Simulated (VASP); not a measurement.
# Zr3SiO (R-3m) in VASP: further runs

The runs below take Zr3SiO through single point, relaxation of cell and atoms, with PBE.

Everything below comes from runs of VASP 6.6.1. Logs are shortened: lines on timing, memory, paths and dates and some standing lists are left out, and cuts for length are marked.

## (1) The cell of the first run

Symmetry: R-3m, No. 166, trigonal system. Conventional cell: a = 6.092 Å, b = 6.092 Å, c = 7.928 Å, α = 90.00°, β = 90.00°, γ = 120.00°. Within 2.9 Å of Zr (site symmetry 2/m) lie 2 O at 2.20 Å. Si (site symmetry -3m) has 12 Zr at 3.05 to 3.17 Å and 8 O at 3.76 to 3.96 Å within 4.0 Å. O (site symmetry -3m) has 6 Zr at 2.20 Å within 2.9 Å.

The cell was generated, and may not be a known phase.

## (2) Single point, PBE

The input, INCAR:

```
SYSTEM = Zr3SiO
PREC = Accurate
ENCUT = 520
EDIFF = 1E-7
ISMEAR = 0
SIGMA = 0.1
LREAL = .False.
LASPH = .True.
NELM = 100
ALGO = Normal
ISIF = 2
LWAVE = .False.
LCHARG = .False.
GGA = PE
NBANDS = 31
```

The input, KPOINTS:

```
Automatic mesh
0
Gamma
  6 6 6
  0 0 0
```

The input, POSCAR:

```
Zr3SiO
1.0
    3.0458629696      1.7585298065      2.6427462419
   -3.0458629696      1.7585298065      2.6427462419
    0.0000000000     -3.5170596097      2.6427462441
Zr Si O
3 1 1
Direct
    0.0000000000      0.0000000000      0.5000000000
    0.5000000000      0.0000000000      0.0000000000
    0.0000000000      0.5000000000      0.0000000000
    0.5000000000      0.5000000000      0.5000000000
    0.0000000000      0.0000000000      0.0000000000
```

Potentials or basis: VASP PAW PBE potentials, release 64 (Zr_sv, Si, O).

Command:

```sh
> cat potpaw_PBE.64/Zr_sv/POTCAR potpaw_PBE.64/Si/POTCAR potpaw_PBE.64/O/POTCAR > POTCAR
> mpirun -np 1 vasp_std > vasp.out
```

OUTCAR:

```text
SYSTEM = Zr3SiO
   PREC = Accurate
   ENCUT = 520
   EDIFF = 1E-7
   ISMEAR = 0
   LREAL = .False.
   LASPH = .True.
   NELM = 100
   ISIF = 2
   GGA = PE

 ion  position               nearest neighbor table
   1  0.000  0.000  0.500-   5 2.20   5 2.20   3 3.05   2 3.05   3 3.05   2 3.05   4 3.05   4 3.05
                             4 3.17   4 3.17   3 3.17   2 3.17   2 3.17   3 3.17
   2  0.500  0.000  0.000-   5 2.20   5 2.20   4 3.05   4 3.05   1 3.05   1 3.05   3 3.05   3 3.05
                             3 3.17   3 3.17   1 3.17   4 3.17   1 3.17   4 3.17
   3  0.000  0.500  0.000-   5 2.20   5 2.20   4 3.05   1 3.05   1 3.05   4 3.05   2 3.05   2 3.05
                             2 3.17   2 3.17   1 3.17   4 3.17   4 3.17   1 3.17
   4  0.500  0.500  0.500-   2 3.05   3 3.05   2 3.05   3 3.05   1 3.05   1 3.05   1 3.17   1 3.17
                             2 3.17   3 3.17   3 3.17   2 3.17
   5  0.000  0.000  0.000-   1 2.20   1 2.20   3 2.20   2 2.20   3 2.20   2 2.20

  LATTYP: Found a trigonal (rhomboedric) cell.
 ALAT       =     4.3992972176
 COS(alpha) =     0.0412969489

  Lattice vectors:

 A1 = (   3.0458629696,   1.7585298065,   2.6427462419)
 A2 = (  -3.0458629696,   1.7585298065,   2.6427462419)
 A3 = (   0.0000000000,  -3.5170596097,   2.6427462441)

Analysis of symmetry for initial positions (statically):
=====================================================================
 Subroutine PRICEL returns:
 Original cell was already a primitive cell.

 Routine SETGRP: Setting up the symmetry group for a
 trigonal (rhombohedral) supercell.

 Subroutine GETGRP returns: Found 12 space group operations
 (whereof 12 operations were pure point group operations)
 out of a pool of 12 trial point group operations.

The static configuration has the point symmetry D_3d.

Analysis of symmetry for dynamics (positions and initial velocities):
=====================================================================
 Subroutine PRICEL returns:
 Original cell was already a primitive cell.

 Routine SETGRP: Setting up the symmetry group for a
 trigonal (rhombohedral) supercell.

 Subroutine GETGRP returns: Found 12 space group operations
 (whereof 12 operations were pure point group operations)
 out of a pool of 12 trial point group operations.

The dynamic configuration has the point symmetry D_3d.

 Subroutine INISYM returns: Found 12 space group operations
 (whereof 12 operations are pure point group operations),
 and found     1 'primitive' translations

----------------------------------------------------------------------------------------

                                     Primitive cell

  volume of cell :      84.9311

  direct lattice vectors                    reciprocal lattice vectors
     3.045862970  1.758529806  2.642746242     0.164157089  0.094776140  0.126131419
    -3.045862970  1.758529806  2.642746242    -0.164157089  0.094776140  0.126131419
     0.000000000 -3.517059610  2.642746244     0.000000000 -0.189552280  0.126131419

  length of vectors
     4.399297218  4.399297218  4.399297218     0.227682238  0.227682238  0.227682238

  position of ions in fractional coordinates (direct lattice)
     0.000000000  0.000000000  0.500000000
     0.500000000  0.000000000  1.000000000
     0.000000000  0.500000000  1.000000000
     0.500000000  0.500000000  0.500000000
     0.000000000  0.000000000  0.000000000

  ion indices of the primitive-cell ions
   primitive index   ion index
                 1           1
                 2           2
                 3           3
                 4           4
                 5           5

----------------------------------------------------------------------------------------

 KPOINTS: Automatic mesh

Automatic generation of k-mesh.
 Grid dimensions read from file:
 generate k-points for:    6    6    6

 Generating k-lattice:

  Cartesian coordinates                     Fractional coordinates (reciprocal lattice)
     0.027359515  0.015796023  0.021021903     0.166666667  0.000000000  0.000000000
    -0.027359515  0.015796023  0.021021903     0.000000000  0.166666667  0.000000000
     0.000000000 -0.031592047  0.021021903     0.000000000  0.000000000  0.166666667

  Length of vectors
     0.037947040  0.037947040  0.037947040

  Shift w.r.t. Gamma in fractional coordinates (k-lattice)
     0.000000000  0.000000000  0.000000000

 Subroutine IBZKPT returns following result:
 ===========================================

 Found     32 irreducible k-points:

 Following reciprocal coordinates:
            Coordinates               Weight
  0.000000  0.000000  0.000000      1.000000
  0.166667  0.000000  0.000000      6.000000
  0.333333  0.000000  0.000000      6.000000
  0.500000  0.000000  0.000000      3.000000
  0.166667  0.166667  0.000000      6.000000
  0.333333  0.166667  0.000000     12.000000
[... 16 lines left out ...]
  0.500000  0.500000  0.166667      6.000000
 -0.333333  0.500000  0.166667     12.000000
 [... further k-points ...]
   k-points           NKPTS =     32   k-points in BZ     NKDIM =     32   number of bands    NBANDS=     31
   number of dos      NEDOS =    301   number of ions     NIONS =      5
   total plane-waves  NPLWV =  46656
   dimension x,y,z NGX =    36 NGY =   36 NGZ =   36
   dimension x,y,z NGXF=    72 NGYF=   72 NGZF=   72
   ions per type =               3   1   1
   NGX,Y,Z   is equivalent  to a cutoff of  13.60, 13.60, 13.60 a.u.
   NGXF,Y,Z  is equivalent  to a cutoff of  27.21, 27.21, 27.21 a.u.
 SYSTEM =  Zr3SiO
   PREC   = accura    normal or accurate (medium, high low for compatibility)
   ISTART =      0    job   : 0-new  1-cont  2-samecut
   ICHARG =      2    charge: 1-file 2-atom 10-const
   ISPIN  =      1    spin polarized calculation?
   LNONCOLLINEAR =      F non collinear calculations
   LSORBIT =      F    spin-orbit coupling
   LASPH  =      T    aspherical Exc in radial PAW
   ENCUT  =  520.0 eV  38.22 Ry    6.18 a.u.   8.18  8.18  8.18*2*pi/ulx,y,z
   NELM   =    100;   NELMIN=  2; NELMDL= -5     # of ELM steps
   EDIFF  = 0.1E-06   stopping-criterion for ELM
   LREAL  =      F    real-space projection
   EDIFFG = 0.1E-05   stopping-criterion for IOM
   NSW    =      0    number of steps for IOM
   IBRION =     -1    ionic relax: 0-MD 1-quasi-New 2-CG
   NFREE  =      0    steps in history (QN), initial steepest desc. (CG)
   ISIF   =      2    stress and relaxation
   ISYM   =      2    0-nonsym 1-usesym 2-fastsym
   POTIM  = 0.5000    time-step for ionic-motion
   TEBEG  =    0.0;   TEEND  =   0.0 temperature during run
   PSTRESS=    0.0 pullay stress
   NELECT =      46.0000    total number of electrons
   NUPDOWN=      -1.0000    fix difference up-down
   EMIN   =  10.00;   EMAX   =-10.00  energy-range for DOS
   EFERMI =   0.00;   METHOD = LEGACY
   ISMEAR =     0;   SIGMA  =   0.10  broadening in eV -4-tet -1-fermi 0-gaus
   EFERMI_NEDOS =   21; number of points for ismear=-14 and -15
   IALGO  =     38    algorithm
   IMIX   =      4    mixing-type and parameters
     AMIX     =   0.40;   BMIX     =  1.00
     AMIX_MAG =   1.60;   BMIX_MAG =  1.00
  volume/ion in A,a.u.               =      16.99       114.63
  Fermi-wavevector in a.u.,A,eV,Ry     =   1.334459  2.521761 24.228987  1.780780
  Thomas-Fermi vector in A             =   2.463239
   LORBIT       =      0    0 simple, 1 ext, 2 COOP (PROOUT), +10 PAW based schemes
   GGA     = PE    functional components
   LHFCALC =     F    Hartree Fock is set to
   AEXX    =    0.0000 exact exchange contribution
   IVDW    =     0    specifies the selected vdW correction
   LEPSILON=     F    determine dielectric tensor
   LRPA    =     F    only Hartree local field effects (RPA)
 non-spin polarized calculation
 Gauss-broadening in eV      SIGMA  =   0.10
  energy-cutoff  :      520.00
  volume of cell :       84.93
 maximum number of plane-waves:      2314
 NGX is ok and might be reduce to    36
   NGX = 17   NGY = 17   NGZ = 17

 number of electron      45.9999995 magnetization

 Free energy of the ion-electron system (eV)
  ---------------------------------------------------
  ext. energy  EPLUGINS =         0.00000000
  ---------------------------------------------------
  free energy    TOTEN  =       -41.71504864 eV

  energy without entropy =      -41.68281399  energy(sigma->0) =      -41.69893132

 E-fermi :  10.0716     XC(G=0): -11.4752

 val. band max:       10.0574551412   @ k =  -0.3333   0.3333   0.3333
 cond. band min:      10.0882497734   @ k =   0.5000   0.3333   0.3333
 fundamental gap:      0.0307946322
 Fermi energy:        10.0715715795

 k-point     1 :       0.0000    0.0000    0.0000
  band No.  band energies     occupation
      1     -39.0497      2.00000
      2     -38.8220      2.00000
      3     -38.8220      2.00000
      4     -17.6691      2.00000
      5     -17.5501      2.00000
      6     -17.5501      2.00000
[... 23 lines left out ...]
     30      13.4290      0.00000
     31      13.4290      0.00000

 k-point     2 :       0.1667    0.0000    0.0000
  band No.  band energies     occupation
      1     -39.0363      2.00000
      2     -38.8353      2.00000
      3     -38.8218      2.00000
      4     -17.6363      2.00000
      5     -17.5402      2.00000
      6     -17.5173      2.00000
[... 23 lines left out ...]
     30      13.4448      0.00000
     31      13.8459      0.00000

 k-point     3 :       0.3333    0.0000    0.0000
  band No.  band energies     occupation
      1     -39.0018      2.00000
      2     -38.8695      2.00000
      3     -38.8215      2.00000
      4     -17.5591      2.00000
      5     -17.5084      2.00000
      6     -17.4397      2.00000
[... 23 lines left out ...]
     30      13.1439      0.00000
     31      13.7896      0.00000

 k-point     4 :       0.5000    0.0000    0.0000
  band No.  band energies     occupation
      1     -38.9744      2.00000
      2     -38.8967      2.00000
      3     -38.8213      2.00000
      4     -17.5096      2.00000
      5     -17.4823      2.00000
      6     -17.3911      2.00000
[... 23 lines left out ...]
     30      12.4090      0.00000
     31      13.7278      0.00000

 k-point     5 :       0.1667    0.1667    0.0000
  band No.  band energies     occupation
      1     -39.0261      2.00000
      2     -38.8365      2.00000
      3     -38.8302      2.00000
      4     -17.7356      2.00000
      5     -17.5154      2.00000
      6     -17.4056      2.00000
[... 23 lines left out ...]
     30      13.7959      0.00000
     31      14.0613      0.00000
[... 542 lines left out ...]
     30      13.7886      0.00000
     31      14.0242      0.00000

 k-point    22 :      -0.1667    0.3333    0.1667
  band No.  band energies     occupation
      1     -38.9777      2.00000
      2     -38.8725      2.00000
      3     -38.8414      2.00000
      4     -17.9205      2.00000
      5     -17.3420      2.00000
      6     -17.2265      2.00000
[... 23 lines left out ...]
     30      13.8546      0.00000
     31      14.1839      0.00000

 k-point    23 :       0.5000    0.5000    0.1667
  band No.  band energies     occupation
      1     -38.9181      2.00000
      2     -38.8909      2.00000
      3     -38.8794      2.00000
      4     -18.3317      2.00000
      5     -17.3720      2.00000
      6     -17.1874      2.00000
[... 23 lines left out ...]
     30      13.5917      0.00000
     31      13.6875      0.00000

 k-point    24 :      -0.3333    0.5000    0.1667
  band No.  band energies     occupation
      1     -38.9236      2.00000
      2     -38.9028      2.00000
      3     -38.8630      2.00000
      4     -18.2241      2.00000
      5     -17.3224      2.00000
      6     -17.1820      2.00000
[... 23 lines left out ...]
     30      13.2020      0.00000
     31      13.7477      0.00000

 [... further k-points ...]
[... 5 lines left out ...]
  --------------------------------------------------------------------------------------
  -------------------------------------------------------------------------------------
  Total        0.2385983      0.2385983     -0.0200455      0.0000000     -0.0000000      0.0000000
  in kB        4.5010211      4.5010211     -0.3781467      0.0000000     -0.0000000      0.0000000
  external PRESSURE =       2.8746319 kB  Pullay stress =       0.0000000 kB

 VOLUME and BASIS-vectors are now :
 -----------------------------------------------------------------------------
  energy-cutoff  :      520.00
  volume of cell :       84.93
      direct lattice vectors                 reciprocal lattice vectors
     3.045862970  1.758529806  2.642746242     0.164157089  0.094776140  0.126131419
    -3.045862970  1.758529806  2.642746242    -0.164157089  0.094776140  0.126131419
     0.000000000 -3.517059610  2.642746244     0.000000000 -0.189552280  0.126131419

 POSITION                                       TOTAL-FORCE (eV/Angst)
 -----------------------------------------------------------------------------------
      0.00000     -1.75853      1.32137        -0.000000     -0.000000     -0.000000
      1.52293      0.87926      1.32137        -0.000000      0.000000      0.000000
     -1.52293      0.87926      1.32137         0.000000     -0.000000      0.000000
      0.00000      0.00000      3.96412        -0.000000      0.000000     -0.000000
      0.00000      0.00000      0.00000        -0.000000     -0.000000      0.000000
 -----------------------------------------------------------------------------------
    total drift:                               -0.000000      0.000000     -0.000000

  FREE ENERGIE OF THE ION-ELECTRON SYSTEM (eV)
  ---------------------------------------------------
  free  energy   TOTEN  =       -41.7150486435 eV

  energy  without entropy=      -41.6828139898  energy(sigma->0) =      -41.69893132
```

Wall time 1.7 min (1 thread of Intel Xeon 8259CL, shared host); peak memory 0.25 GiB.

What came out:

| Property | Result |
| --- | --- |
| Free energy | -41.7150 eV |
| Pressure | 0.3 GPa |
| Band gap on the k mesh | zero (bands 23 and 24 overlap by 1.10 eV) |

## (3) Single point, PBE

This run uses another cell than the first one, of 18.23 Å³/atom.

The input, INCAR:

```
SYSTEM = Zr3SiO
PREC = Accurate
ENCUT = 520
EDIFF = 1E-7
ISMEAR = 0
SIGMA = 0.1
LREAL = .FALSE.
LASPH = .TRUE.
NELM = 60
ALGO = Normal
ISIF = 2
LWAVE = .FALSE.
LCHARG = .FALSE.
GGA = PE
NBANDS = 31
```

The input, KPOINTS:

```
regular mesh
0
G
  6 6 6
  0 0 0
```

Edit POSCAR of step 2 so:

```diff
@@ -2,5 +2,5 @@
 1.0
-    3.0458629696      1.7585298065      2.6427462419
-   -3.0458629696      1.7585298065      2.6427462419
-    0.0000000000     -3.5170596097      2.6427462441
+    2.5424495600      1.4678839400      4.0704837000
+   -2.5424495600      1.4678839400      4.0704837000
+    0.0000000000     -2.9357678700      4.0704837000
 Zr Si O
```

Potentials or basis: VASP PAW PBE potentials, release 64 (Zr_sv, Si, O).

Command:

```sh
> cat potpaw_PBE.64/Zr_sv/POTCAR potpaw_PBE.64/Si/POTCAR potpaw_PBE.64/O/POTCAR > POTCAR
> mpirun -np 1 vasp_std > vasp.out
```

OUTCAR:

```text
SYSTEM = Zr3SiO
   PREC = Accurate
   ENCUT = 520
   EDIFF = 1E-7
   ISMEAR = 0
   LREAL = .FALSE.
   LASPH = .TRUE.
   NELM = 60
   ISIF = 2
   GGA = PE

 ion  position               nearest neighbor table
   1  0.000  0.000  0.500-   5 2.51   5 2.51   3 2.54   2 2.54   3 2.54   2 2.54   4 2.54   4 2.54

   2  0.500  0.000  0.000-   5 2.51   5 2.51   4 2.54   4 2.54   1 2.54   1 2.54   3 2.54   3 2.54

   3  0.000  0.500  0.000-   5 2.51   5 2.51   4 2.54   1 2.54   1 2.54   4 2.54   2 2.54   2 2.54

[... 1017 lines left out ...]
 [... further k-points ...]
[... 5 lines left out ...]
  --------------------------------------------------------------------------------------
  -------------------------------------------------------------------------------------
  Total       29.4529033     29.4529032    -13.0594205     -0.0000000     -0.0000000      0.0000000
  in kB      517.7228815    517.7228806   -229.5583822     -0.0000000     -0.0000002      0.0000000
  external PRESSURE =     268.6291266 kB  Pullay stress =       0.0000000 kB

 VOLUME and BASIS-vectors are now :
 -----------------------------------------------------------------------------
  energy-cutoff  :      520.00
  volume of cell :       91.15
      direct lattice vectors                 reciprocal lattice vectors
     2.542449560  1.467883940  4.070483700     0.196660735  0.113542129  0.081890350
    -2.542449560  1.467883940  4.070483700    -0.196660735  0.113542129  0.081890350
     0.000000000 -2.935767870  4.070483700     0.000000000 -0.227084257  0.081890350

 POSITION                                       TOTAL-FORCE (eV/Angst)
 -----------------------------------------------------------------------------------
      0.00000     -1.46788      2.03524         0.000000     -0.000000     -0.000000
      1.27122      0.73394      2.03524        -0.000000      0.000000      0.000000
     -1.27122      0.73394      2.03524        -0.000000     -0.000000      0.000000
      0.00000      0.00000      6.10573        -0.000000      0.000000     -0.000000
      0.00000      0.00000      0.00000        -0.000000     -0.000000      0.000000
 -----------------------------------------------------------------------------------
    total drift:                               -0.000000      0.000000     -0.000000

  FREE ENERGIE OF THE ION-ELECTRON SYSTEM (eV)
  ---------------------------------------------------
  free  energy   TOTEN  =       -34.0252352973 eV

  energy  without entropy=      -33.9985923726  energy(sigma->0) =      -34.01191383
```

OSZICAR:

```text
N       E                     dE             d eps       ncg     rms          rms(c)
DAV:   1     0.439423961174E+03    0.43942E+03   -0.24111E+04  1984   0.145E+03
DAV:   2     0.495646519060E+00   -0.43893E+03   -0.42282E+03  2301   0.419E+02
DAV:   3    -0.348002590230E+02   -0.35296E+02   -0.33906E+02  3274   0.900E+01
DAV:   4    -0.369124756342E+02   -0.21122E+01   -0.20985E+01  2839   0.207E+01
DAV:   5    -0.369741561431E+02   -0.61681E-01   -0.61660E-01  2894   0.336E+00    0.347E+01
DAV:   6    -0.343684813017E+02    0.26057E+01   -0.11912E+01  2321   0.158E+01    0.175E+01
DAV:   7    -0.341147781649E+02    0.25370E+00   -0.29102E+00  2566   0.872E+00    0.873E+00
DAV:   8    -0.340173546820E+02    0.97423E-01   -0.59522E-01  2684   0.398E+00    0.139E+00
DAV:   9    -0.340249829767E+02   -0.76283E-02   -0.70465E-02  3007   0.112E+00    0.613E-01
DAV:  10    -0.340253173197E+02   -0.33434E-03   -0.10758E-02  2482   0.681E-01    0.164E-01
DAV:  11    -0.340252351760E+02    0.82144E-04   -0.21510E-03  2537   0.237E-01    0.648E-02
DAV:  12    -0.340252365081E+02   -0.13321E-05   -0.30204E-04  2611   0.108E-01    0.167E-02
DAV:  13    -0.340252384989E+02   -0.19908E-05   -0.28881E-05  2593   0.270E-02    0.135E-02
DAV:  14    -0.340252353700E+02    0.31288E-05   -0.88328E-06  2570   0.144E-02    0.323E-03
DAV:  15    -0.340252352973E+02    0.72723E-07   -0.94882E-07  2539   0.425E-03
   1 F= -.34025235E+02 E0= -.34011914E+02  d E =-.266429E-01
```

stdout:

```text
POSCAR found type information on POSCAR ZrSiO
 POSCAR found :  3 types and       5 ions
 scaLAPACK will be used
 LDA part: xc-table for (Slater+PW92), standard interpolation
 POSCAR, INCAR and KPOINTS ok, starting setup
 FFT: planning ... GRIDC
 FFT: planning ... GRID_SOFT
 FFT: planning ... GRID
 WAVECAR not read
 entering main loop
```

Run time: 2.1 min. Hardware: 1 thread of Intel Xeon 8259CL, shared host; peak memory 0.29 GiB.

What came out:

```yaml
Free_energy: -34.0252 eV
Pressure: 26.9 GPa
Band_gap_on_the_k_mesh: zero (bands 23 and 24 overlap by 1.15 eV)
```

Caveat: the stress differs along the axes, from -23 to 52 GPa.

[end of part 1 of 2]

The gap in the log of VASP goes by the Fermi energy; the results here count the filled bands.